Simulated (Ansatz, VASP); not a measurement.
## Si7N: VASP beside Ansatz

```xyz
8
Lattice="5.1939 0.0000 0.0000 0.0000 5.1939 0.0000 0.0000 0.0000 5.1939" Properties=species:S:1:pos:R:3 pbc="T T T"
Si    1.1720    1.1720    1.1720
Si    0.0000    2.5969    2.5969
Si    2.5969    2.5969    0.0000
Si    2.5969    0.0000    2.5969
Si    4.0219    1.1720    4.0219
Si    4.0219    4.0219    1.1720
Si    1.1720    4.0219    4.0219
N     0.0000    0.0000    0.0000
```

Change from the starting cell: species swapped into the Si7Ge type (P-43m, No. 215).

Alike in both runs: functional PBE; k mesh 3 × 3 × 3; occupations gaussian, width 0.2 eV; no spin polarisation.

Ansatz relaxed the structure, and its values are those at the end. VASP's run is a single point on that final structure, the one shown.

```csv
,VASP,Ansatz
version,VASP 6.6.1,Ansatz 0.2.0
potentials or method,"VASP PAW PBE potentials, release 64 (Si, N), cutoff 520 eV","scalar-relativistic, plane waves, PAW"
valence electrons in the cell,33,33
```

Ansatz gave:

| Item | Value |
| --- | --- |
| gap on the k mesh at the Fermi level (eV) | none |
| pressure (GPa) | -0.2 |
| rms of the force components (eV/Å) | 0.012 |

What did VASP give for the same quantities?

gap on the k mesh at the Fermi level (eV): none; pressure (GPa): -0.2; rms of the force components (eV/Å): 0.007.

A gap of «none» marks a metal or a gap that the smearing closes.

The k mesh is coarse, so the values compare programs but aren't converged.
